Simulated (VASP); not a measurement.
The system is TaN.

```
CELL_PARAMETERS angstrom
2.69944 0.00000 0.00000
0.00000 2.69944 0.00000
0.00000 0.00000 2.69944
ATOMIC_POSITIONS crystal
Ta 0.00000 0.00000 0.00000
N 0.50000 0.50000 0.50000
```

Base run:

```yaml
Program: VASP 6.6.1
Functional: PBEsol
Dispersion: D3(BJ)
Potentials_or_basis: VASP PAW PBE potentials, release 64 (Ta_pv, N)
Cutoff: 520 eV
k_mesh: 10 × 10 × 10
Occupations: fermi-dirac, width 0.05 eV
Spin: no spin polarisation
```

Its results: band gap on the k mesh zero (band 8 reaches 16.32 eV, above the bottom of band 9 at 6.99 eV); pressure 1.1 GPa.

Question: The run is repeated on the same cell with these changes: potentials or basis from VASP PAW PBE potentials, release 64 (Ta_pv, N) to VASP PAW PBE potentials, release 64 (Ta_sv_GW, N); cutoff from 520 eV to 600 eV; further incar settings from ALGO = Normal; EDIFF = 1e-07; NBANDS = 15 to ALGO = Normal; EDIFF = 1e-06; NBANDS = 16; valence electrons from 16 to 18. What comes out?

Answer: Band gap on the k mesh zero (band 9 reaches 20.93 eV, above the bottom of band 10 at 11.59 eV); pressure 0.0 GPa.

Caveats: the PAW data sets were made with another functional, which shifts forces and pressure a little; spin-orbit coupling is left out, which moves the levels of the heavy elements; pairwise dispersion overbinds metals, which lowers pressure and volume.
